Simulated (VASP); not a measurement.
A run of VASP 6.6.1 is set up as follows.

File INCAR:

```
SYSTEM = Au
  PREC = Accurate
  ENCUT = 600
  EDIFF = 1E-7
  ISMEAR = 0
  SIGMA = 0.1
  LREAL = .False.
  LASPH = .True.
  NELM = 100
  ALGO = Fast
  ISIF = 3
  LWAVE = .False.
  LCHARG = .False.
  GGA = PS
  IBRION = 2
  NSW = 80
  EDIFFG = -0.003
```

KPOINTS

```
regular mesh
0
Gamma
  34 34 34
  0 0 0
```

File POSCAR:

```
Au
1.0
    0.0000000000      2.0400000000      2.0400000000
    2.0400000000      0.0000000000      2.0400000000
    2.0400000000      2.0400000000      0.0000000000
Au
1
Direct
    0.0000000000      0.0000000000      0.0000000000
```

Potentials or basis: VASP PAW PBE potentials, release 64 (Au).

Command:

```bash
$ cat potpaw_PBE.64/Au/POTCAR > POTCAR
$ mpirun -np 1 vasp_std > vasp.out
```

(1) Predict the space group after relaxing (to 0.1 Å).

(2) What does it give for the relaxed cell?

(3) Predict the band gap on the k mesh.

Results:

(1) Fm-3m (No. 225).

(2) a = 2.886 Å, b = 2.886 Å, c = 2.886 Å, α = 60.00°, β = 60.00°, γ = 60.00°.

(3) zero (an odd number of electrons rules out a gap without spin polarisation).

Caveat: spin-orbit coupling is left out, which moves the levels of the heavy elements.
